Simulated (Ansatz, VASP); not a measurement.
## Two plane-wave programs on Mo

```
Mo
1.0
     2.95387    0.00000    0.00000
     0.00000    4.17740    0.00000
     0.00000    0.00000   28.24545
Mo
8
Direct
  0.50000 0.00000 0.51965
  0.00000 0.50000 0.52893
  0.00000 0.00000 0.60591
  0.50000 0.50000 0.60669
  0.50000 0.00000 0.68773
  0.00000 0.50000 0.68767
  0.00000 0.00000 0.76801
  0.50000 0.50000 0.76655
```

Alike in both runs: task single point; functional LDA; k mesh 12 × 8 × 1; occupations methfessel-paxton of order 1, width 0.1 eV; no spin polarisation.

|  | VASP | Ansatz |
| --- | --- | --- |
| version | VASP 6.6.1 | Ansatz 0.2.0 |
| potentials or method | VASP PAW LDA potentials, release 64 (Mo_sv), cutoff 520 eV | scalar-relativistic, plane waves, PAW |
| valence electrons in the cell | 112 | 112 |

```csv
,VASP,Ansatz,Ansatz less VASP
gap on the k mesh at the Fermi level (eV),none,none,-
rms of the force components (eV/Å),0.231,0.238,+0.0074
```

Ansatz warns that its potentials were made for another functional, while VASP's fit it. LDA's correlation is that of Perdew and Zunger in VASP and of Perdew and Wang (1992) in Ansatz. Atom by atom the forces differ by 0.023 eV/Å (rms over components). A gap of «none» marks a metal or a gap that the smearing closes. Ansatz's warnings: xc potential rough in thin density.
